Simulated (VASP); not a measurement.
# AsSe2 (I4/mmm) in VASP: a series of runs

The runs below take AsSe2 through single point, relaxation of cell and atoms, with PBE.

All numbers are computed with VASP 6.6.1; they aren't measurements. Logs are shortened: lines on timing, memory, paths and dates and some standing lists are left out, and cuts for length are marked.

## 1. The cell of the first run

The structure is tetragonal, space group I4/mmm (No. 139). Conventional cell: a = 3.515 Å, b = 3.515 Å, c = 10.142 Å, α = 90.00°, β = 90.00°, γ = 90.00°. As (site symmetry 4/mmm) has 10 Se at 2.89 to 3.60 Å and 4 As at 3.51 Å within 3.8 Å. Se (site symmetry 4mm) has 5 As at 2.89 to 3.60 Å and 9 Se at 2.94 to 3.51 Å within 3.8 Å.

The cell was built from a structure type or drawn by symmetry, and may not be a known phase.

## 2. Single point, PBE

The input, INCAR:

```
  PREC = Accurate
  ENCUT = 520
  EDIFF = 1E-6
  ISMEAR = 0
  SIGMA = 0.1
  LREAL = False
  LASPH = True
  NELM = 60
  ALGO = Normal
  ISIF = 2
  LWAVE = False
  LCHARG = False
  GGA = PE
  NBANDS = 16
```

The input, KPOINTS:

```
regular mesh
0
Gamma
  6 6 6
```

The input, POSCAR:

```
AsSe2
1.0
   -1.7574415685      1.7574415685      5.0711463012
    1.7574415685     -1.7574415685      5.0711463012
    1.7574415685      1.7574415685     -5.0711463012
As Se
1 2
Direct
    0.0000000000      0.0000000000      0.0000000000
    0.3552671495      0.3552671495      0.0000000000
    0.6447328505      0.6447328505      0.0000000000
```

Potentials or basis: VASP PAW PBE potentials, release 64 (As, Se).

Command:

```
$ cat potpaw_PBE.64/As/POTCAR potpaw_PBE.64/Se/POTCAR > POTCAR
$ mpirun -np 1 vasp_std > vasp.out
```

OUTCAR:

```text
PREC = Accurate
   ENCUT = 520
   EDIFF = 1E-6
   ISMEAR = 0
   LREAL = False
   LASPH = True
   NELM = 60
   ISIF = 2
   GGA = PE

 ion  position               nearest neighbor table
   1  0.000  0.000  0.000-
   2  0.355  0.355  0.000-
   3  0.645  0.645  0.000-

  LATTYP: Found a body centered tetragonal cell.
 ALAT       =     3.5148831370
 C/A-ratio  =     2.8855276853

  Lattice vectors:

 A1 = (  -1.7574415685,   1.7574415685,   5.0711463012)
 A2 = (   1.7574415685,  -1.7574415685,   5.0711463012)
 A3 = (   1.7574415685,   1.7574415685,  -5.0711463012)

Analysis of symmetry for initial positions (statically):
=====================================================================
 Subroutine PRICEL returns:
 Original cell was already a primitive cell.

 Routine SETGRP: Setting up the symmetry group for a
 body centered tetragonal supercell.

 Subroutine GETGRP returns: Found 16 space group operations
 (whereof 16 operations were pure point group operations)
 out of a pool of 16 trial point group operations.

The static configuration has the point symmetry D_4h.

Analysis of symmetry for dynamics (positions and initial velocities):
=====================================================================
 Subroutine PRICEL returns:
 Original cell was already a primitive cell.

 Routine SETGRP: Setting up the symmetry group for a
 body centered tetragonal supercell.

 Subroutine GETGRP returns: Found 16 space group operations
 (whereof 16 operations were pure point group operations)
 out of a pool of 16 trial point group operations.

The dynamic configuration has the point symmetry D_4h.

 Subroutine INISYM returns: Found 16 space group operations
 (whereof 16 operations are pure point group operations),
 and found     1 'primitive' translations

----------------------------------------------------------------------------------------

                                     Primitive cell

  volume of cell :      62.6510

  direct lattice vectors                    reciprocal lattice vectors
    -1.757441568  1.757441568  5.071146301     0.000000000  0.284504480  0.098597037
     1.757441568 -1.757441568  5.071146301     0.284504480  0.000000000  0.098597037
     1.757441568  1.757441568 -5.071146301     0.284504480  0.284504480  0.000000000

  length of vectors
     5.647453102  5.647453102  5.647453102     0.301104924  0.301104924  0.402350095

  position of ions in fractional coordinates (direct lattice)
     0.000000000  0.000000000  0.000000000
     0.355267150  0.355267150  0.000000000
     0.644732850  0.644732850  0.000000000

  ion indices of the primitive-cell ions
   primitive index   ion index
                 1           1
                 2           2
                 3           3

----------------------------------------------------------------------------------------

 KPOINTS: regular mesh

Automatic generation of k-mesh.
 Grid dimensions read from file:
 generate k-points for:    6    6    6

 Generating k-lattice:

  Cartesian coordinates                     Fractional coordinates (reciprocal lattice)
     0.000000000  0.047417413  0.016432840     0.166666667  0.000000000  0.000000000
     0.047417413  0.000000000  0.016432840     0.000000000  0.166666667  0.000000000
     0.047417413  0.047417413  0.000000000     0.000000000  0.000000000  0.166666667

  Length of vectors
     0.050184154  0.050184154  0.067058349

  Shift w.r.t. Gamma in fractional coordinates (k-lattice)
     0.000000000  0.000000000  0.000000000

 Subroutine IBZKPT returns following result:
 ===========================================

 Found     30 irreducible k-points:

 Following reciprocal coordinates:
            Coordinates               Weight
  0.000000  0.000000  0.000000      1.000000
  0.166667  0.000000  0.000000      8.000000
  0.333333 -0.000000  0.000000      8.000000
  0.500000 -0.000000  0.000000      4.000000
  0.166667  0.166667  0.000000      8.000000
  0.333333  0.166667  0.000000     16.000000
[... 16 lines left out ...]
 -0.333333 -0.333333  0.166667      8.000000
 -0.166667 -0.333333  0.166667      8.000000
 [... further k-points ...]
   k-points           NKPTS =     30   k-points in BZ     NKDIM =     30   number of bands    NBANDS=     16
   number of dos      NEDOS =    301   number of ions     NIONS =      3
   total plane-waves  NPLWV =  74088
   dimension x,y,z NGX =    42 NGY =   42 NGZ =   42
   dimension x,y,z NGXF=    84 NGYF=   84 NGZF=   84
   ions per type =               1   2
   NGX,Y,Z   is equivalent  to a cutoff of  12.36, 12.36, 12.36 a.u.
   NGXF,Y,Z  is equivalent  to a cutoff of  24.73, 24.73, 24.73 a.u.
 SYSTEM =  unknown system
   PREC   = accura    normal or accurate (medium, high low for compatibility)
   ISTART =      0    job   : 0-new  1-cont  2-samecut
   ICHARG =      2    charge: 1-file 2-atom 10-const
   ISPIN  =      1    spin polarized calculation?
   LNONCOLLINEAR =      F non collinear calculations
   LSORBIT =      F    spin-orbit coupling
   LASPH  =      T    aspherical Exc in radial PAW
   ENCUT  =  520.0 eV  38.22 Ry    6.18 a.u.  10.50 10.50 10.50*2*pi/ulx,y,z
   NELM   =     60;   NELMIN=  2; NELMDL= -5     # of ELM steps
   EDIFF  = 0.1E-05   stopping-criterion for ELM
   LREAL  =      F    real-space projection
   EDIFFG = 0.1E-04   stopping-criterion for IOM
   NSW    =      0    number of steps for IOM
   IBRION =     -1    ionic relax: 0-MD 1-quasi-New 2-CG
   NFREE  =      0    steps in history (QN), initial steepest desc. (CG)
   ISIF   =      2    stress and relaxation
   ISYM   =      2    0-nonsym 1-usesym 2-fastsym
   POTIM  = 0.5000    time-step for ionic-motion
   TEBEG  =    0.0;   TEEND  =   0.0 temperature during run
   PSTRESS=    0.0 pullay stress
   NELECT =      17.0000    total number of electrons
   NUPDOWN=      -1.0000    fix difference up-down
   EMIN   =  10.00;   EMAX   =-10.00  energy-range for DOS
   EFERMI =   0.00;   METHOD = LEGACY
   ISMEAR =     0;   SIGMA  =   0.10  broadening in eV -4-tet -1-fermi 0-gaus
   EFERMI_NEDOS =   21; number of points for ismear=-14 and -15
   IALGO  =     38    algorithm
   IMIX   =      4    mixing-type and parameters
     AMIX     =   0.40;   BMIX     =  1.00
     AMIX_MAG =   1.60;   BMIX_MAG =  1.00
  volume/ion in A,a.u.               =      20.88       140.93
  Fermi-wavevector in a.u.,A,eV,Ry     =   1.059860  2.002845 15.283468  1.123303
  Thomas-Fermi vector in A             =   2.195220
   LORBIT       =      0    0 simple, 1 ext, 2 COOP (PROOUT), +10 PAW based schemes
   GGA     = PE    functional components
   LHFCALC =     F    Hartree Fock is set to
   AEXX    =    0.0000 exact exchange contribution
   IVDW    =     0    specifies the selected vdW correction
   LEPSILON=     F    determine dielectric tensor
   LRPA    =     F    only Hartree local field effects (RPA)
 non-spin polarized calculation
 Gauss-broadening in eV      SIGMA  =   0.10
  energy-cutoff  :      520.00
  volume of cell :       62.65
 maximum number of plane-waves:      1719
   NGX = 21   NGY = 21   NGZ = 21

 number of electron      17.0000000 magnetization

 Free energy of the ion-electron system (eV)
  ---------------------------------------------------
  ext. energy  EPLUGINS =         0.00000000
  ---------------------------------------------------
  free energy    TOTEN  =       -10.45972124 eV

  energy without entropy =      -10.45225956  energy(sigma->0) =      -10.45599040

 E-fermi :   5.3422     XC(G=0): -10.3737

 val. band max:        5.3073649786   @ k =  -0.1667   0.3333   0.1667
 cond. band min:       5.3608686666   @ k =   0.1667   0.0000   0.0000
 fundamental gap:      0.0535036880
 Fermi energy:         5.3422361833

 k-point     1 :       0.0000    0.0000    0.0000
  band No.  band energies     occupation
      1     -10.3346      2.00000
      2      -6.9277      2.00000
      3      -4.3900      2.00000
      4       1.2672      2.00000
      5       2.7710      2.00000
      6       2.7710      2.00000
[... 8 lines left out ...]
     15      15.8717      0.00000
     16      16.3572      0.00000

 k-point     2 :       0.1667    0.0000    0.0000
  band No.  band energies     occupation
      1     -10.0317      2.00000
      2      -6.9496      2.00000
      3      -4.4610      2.00000
      4       0.1341      2.00000
      5       1.6866      2.00000
      6       2.9709      2.00000
[... 8 lines left out ...]
     15      14.9278      0.00000
     16      16.3165      0.00000

 k-point     3 :       0.3333   -0.0000    0.0000
  band No.  band energies     occupation
      1      -9.1842      2.00000
      2      -6.9891      2.00000
      3      -5.3222      2.00000
      4      -0.4442      2.00000
      5       0.7079      2.00000
      6       3.6093      2.00000
[... 8 lines left out ...]
     15      14.6727      0.00000
     16      14.7718      0.00000

 k-point     4 :       0.5000   -0.0000    0.0000
  band No.  band energies     occupation
      1      -8.3687      2.00000
      2      -7.1900      2.00000
      3      -6.1272      2.00000
      4      -0.7950      2.00000
      5       1.6230      2.00000
      6       2.8144      2.00000
[... 8 lines left out ...]
     15      13.5997      0.00000
     16      14.5060      0.00000

 k-point     5 :       0.1667    0.1667    0.0000
  band No.  band energies     occupation
      1      -9.6793      2.00000
      2      -7.0908      2.00000
      3      -4.5330      2.00000
      4       0.4172      2.00000
      5       1.3175      2.00000
      6       1.7933      2.00000
[... 8 lines left out ...]
     15      14.0507      0.00000
     16      14.6427      0.00000

 k-point     6 :       0.3333    0.1667    0.0000
  band No.  band energies     occupation
      1      -8.8255      2.00000
      2      -7.0786      2.00000
      3      -5.3091      2.00000
      4       0.0268      2.00000
      5       0.8249      2.00000
      6       2.2640      2.00000
[... 8 lines left out ...]
     15      14.4901      0.00000
     16      15.1904      0.00000

 k-point     7 :       0.5000    0.1667    0.0000
  band No.  band energies     occupation
      1      -8.1949      2.00000
      2      -7.0264      2.00000
      3      -5.9163      2.00000
      4      -0.3971      2.00000
      5       1.1132      2.00000
      6       1.8755      2.00000
[... 8 lines left out ...]
     15      14.1829      0.00000
     16      15.1722      0.00000

 k-point     8 :      -0.3333    0.1667   -0.0000
  band No.  band energies     occupation
      1      -9.0263      2.00000
      2      -6.7365      2.00000
      3      -5.1557      2.00000
      4      -0.3035      2.00000
      5       0.5610      2.00000
      6       1.8195      2.00000
[... 8 lines left out ...]
     15      14.9464      0.00000
     16      15.5341      0.00000

 k-point     9 :      -0.1667    0.1667    0.0000
  band No.  band energies     occupation
      1      -9.7957      2.00000
      2      -6.7642      2.00000
      3      -4.5757      2.00000
      4       0.0157      2.00000
      5       1.4704      2.00000
      6       1.5801      2.00000
[... 8 lines left out ...]
     15      14.2119      0.00000
     16      15.4695      0.00000
[... 172 lines left out ...]
 k-point    19 :      -0.1667    0.3333    0.1667
  band No.  band energies     occupation
      1      -8.3779      2.00000
      2      -7.1388      2.00000
      3      -6.1915      2.00000
      4      -0.3864      2.00000
      5       0.6741      2.00000
      6       3.6260      2.00000
[... 8 lines left out ...]
     15      13.9873      0.00000
     16      14.3472      0.00000

 k-point    20 :       0.5000    0.5000    0.1667
  band No.  band energies     occupation
      1      -7.9358      2.00000
      2      -7.1526      2.00000
      3      -5.3743      2.00000
      4      -0.6649      2.00000
      5       1.1786      2.00000
      6       1.2499      2.00000
[... 8 lines left out ...]
     15      16.3002      0.00000
     16      17.1394      0.00000

 k-point    21 :      -0.3333    0.5000    0.1667
  band No.  band energies     occupation
      1      -8.5127      2.00000
      2      -7.5265      2.00000
      3      -5.4477      2.00000
      4       0.5972      2.00000
      5       1.0224      2.00000
      6       2.1441      2.00000
[... 8 lines left out ...]
     15      14.4137      0.00000
     16      14.9188      0.00000

 k-point    22 :      -0.1667    0.5000    0.1667
  band No.  band energies     occupation
      1      -8.8941      2.00000
      2      -7.4721      2.00000
      3      -5.4937      2.00000
      4       0.2508      2.00000
      5       1.6848      2.00000
      6       3.3183      2.00000
[... 8 lines left out ...]
     15      14.0003      0.00000
     16      14.0101      0.00000

 k-point    23 :      -0.3333   -0.3333    0.1667
  band No.  band energies     occupation
      1      -9.3591      2.00000
      2      -7.7545      2.00000
      3      -4.5043      2.00000
      4       0.9901      2.00000
      5       1.4534      2.00000
      6       2.6053      2.00000
[... 8 lines left out ...]
     15      14.2741      0.00000
     16      14.9081      0.00000

 k-point    24 :      -0.1667   -0.3333    0.1667
  band No.  band energies     occupation
      1      -9.8003      2.00000
      2      -7.5737      2.00000
      3      -4.2876      2.00000
      4       0.7987      2.00000
      5       2.1843      2.00000
      6       2.6274      2.00000
[... 8 lines left out ...]
     15      13.4344      0.00000
     16      15.3559      0.00000

 [... further k-points ...]

------------------------ aborting loop because EDIFF is reached ----------------------------------------

  FORCE on cell =-STRESS in cart. coord.  units (eV):
  Direction    XX          YY          ZZ          XY          YZ          ZX
  --------------------------------------------------------------------------------------
  -------------------------------------------------------------------------------------
  Total       -0.0147963     -0.0147963      0.0548941      0.0000000      0.0000000      0.0000000
  in kB       -0.3783878     -0.3783878      1.4038104      0.0000000      0.0000000      0.0000000
  external PRESSURE =       0.2156783 kB  Pullay stress =       0.0000000 kB

 VOLUME and BASIS-vectors are now :
 -----------------------------------------------------------------------------
  energy-cutoff  :      520.00
  volume of cell :       62.65
      direct lattice vectors                 reciprocal lattice vectors
    -1.757441568  1.757441568  5.071146301     0.000000000  0.284504480  0.098597037
     1.757441568 -1.757441568  5.071146301     0.284504480  0.000000000  0.098597037
     1.757441568  1.757441568 -5.071146301     0.284504480  0.284504480  0.000000000

 POSITION                                       TOTAL-FORCE (eV/Angst)
 -----------------------------------------------------------------------------------
      0.00000      0.00000      0.00000        -0.000000     -0.000000     -0.000000
      0.00000      0.00000      3.60322         0.000000      0.000000      0.004409
      0.00000      0.00000      6.53907        -0.000000     -0.000000     -0.004409
 -----------------------------------------------------------------------------------
    total drift:                                0.000000      0.000000     -0.000000

  FREE ENERGIE OF THE ION-ELECTRON SYSTEM (eV)
  ---------------------------------------------------
  free  energy   TOTEN  =       -10.4597212404 eV

  energy  without entropy=      -10.4522595616  energy(sigma->0) =      -10.45599040
```

Wall time 25 s (1 thread of Intel Xeon 6975P-C (Granite Rapids), shared host); peak memory 0.25 GiB.

What came out:

- Free energy: -10.4597 eV
- Pressure: 0.0 GPa
- Largest force: 0.004 eV/Å
- Band gap on the k mesh: zero (an odd number of electrons rules out a gap without spin polarisation)

Forces in eV/Å, atoms in the order of the input:
```
As   0.000  0.000  0.000
Se   0.000  0.000  0.004
Se   0.000  0.000 -0.004
```

Stress tensor (GPa, compression positive):
```
-0.04  0.00  0.00
 0.00 -0.04  0.00
 0.00  0.00  0.14
```

## 3. Single point, PBE

This run uses another cell than the first one, of 25.20 Å³/atom.

The input, INCAR:

```
  PREC = Accurate
  ENCUT = 520
  EDIFF = 1E-7
  ISMEAR = 0
  SIGMA = 0.1
  LREAL = F
  LASPH = T
  NELM = 100
  ALGO = Normal
  ISIF = 2
  LWAVE = F
  LCHARG = T
  GGA = PE
  LELF = T
  LVHAR = T
  NBANDS = 16
```

The input, KPOINTS:

```
Automatic mesh
0
Gamma
  6 6 6
```

The input, POSCAR:

```
AsSe2
1.0
   -1.9638160900      1.9638160900      4.9007088600
    1.9638160900     -1.9638160900      4.9007088600
    1.9638160900      1.9638160900     -4.9007088600
As Se
1 2
Direct
    0.0000000000      0.0000000000      0.0000000000
    0.3260000100      0.3260000100      0.0000000000
    0.6739999900      0.6739999900      0.0000000000
```

Potentials or basis: VASP PAW PBE potentials, release 64 (As, Se).

Command:

```
$ cat potpaw_PBE.64/As/POTCAR potpaw_PBE.64/Se/POTCAR > POTCAR
$ mpirun -np 1 vasp_std > vasp.out
```

Wall time 33 s (1 thread of Intel Xeon 6975P-C (Granite Rapids), shared host); peak memory 0.26 GiB.

It converged, with:

```
Free energy            : -9.5183 eV
Pressure               : -9.6 GPa
Largest force          : 0.346 eV/Å
Band gap on the k mesh : zero (an odd number of electrons rules out a gap without spin polarisation)
```

Forces on the atoms (eV/Å):
```
As   0.000  0.000  0.000
Se   0.000  0.000  0.346
Se   0.000  0.000 -0.346
```

Stress tensor (GPa, compression positive):
```
-9.95  0.00  0.00
 0.00 -9.95  0.00
 0.00  0.00 -8.82
```

Levels at points of the mesh, in eV from the Fermi level:
```
           k point  band 6  band 7  band 8  band 9  band 10  band 11
(0.00, 0.00, 0.00)   -2.25   -2.25   -1.29   -1.29     2.29     2.29
(0.50, 0.00, 0.00)   -2.17   -1.12   -0.88    0.18     0.45     1.10
(0.50, 0.50, 0.00)   -3.41   -2.49   -2.39   -0.18     0.07     1.61
(0.50, 0.50, 0.50)   -1.15   -1.02   -0.01    0.78     0.78     1.43
```

Caveat: the cell stands under tension.

(Part 1 of 2 ends here.)
